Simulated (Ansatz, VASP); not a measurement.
# One calculation of InSb, two programs

```
In Sb
1.0
     3.06331   -3.08137    0.00000
     3.06331    3.08137    0.00000
     0.00000    0.00000    6.12689
In Sb
2 2
Direct
  0.27941 0.72059 0.25000
  0.72059 0.27941 0.75000
  0.77721 0.22279 0.25000
  0.22279 0.77721 0.75000
```

Alike in both runs: task single point; functional LDA; k mesh 10 × 10 × 8; occupations gaussian, width 0.1 eV; no spin polarisation.

|  | VASP | Ansatz |
| --- | --- | --- |
| version | VASP 6.6.1 | Ansatz 0.2.0 |
| potentials or method | VASP PAW LDA potentials, release 64 (In_d, Sb), cutoff 520 eV | scalar-relativistic, plane waves, PAW |
| valence electrons in the cell | 36 | 56 |

|  | VASP | Ansatz | Ansatz less VASP |
| --- | --- | --- | --- |
| gap on the k mesh at the Fermi level (eV) | none | none | - |
| pressure (GPa) | -4.0 | -4.1 | -0.07 |
| traceless stress, the component that is largest in VASP (GPa) | -0.19 | -0.18 | +0.001 |
| rms of the force components (eV/Å) | 0.018 | 0.018 | +0.0007 |

LDA's correlation is that of Perdew and Zunger in VASP and of Perdew and Wang (1992) in Ansatz. Atom by atom the forces differ by 0.001 eV/Å (rms over components). A gap of «none» marks a metal or a gap that the smearing closes. VASP's potentials hold 36 valence electrons a cell and Ansatz's 56, so a difference there can come from the potentials and not from the codes.

Spin-orbit coupling is off throughout.
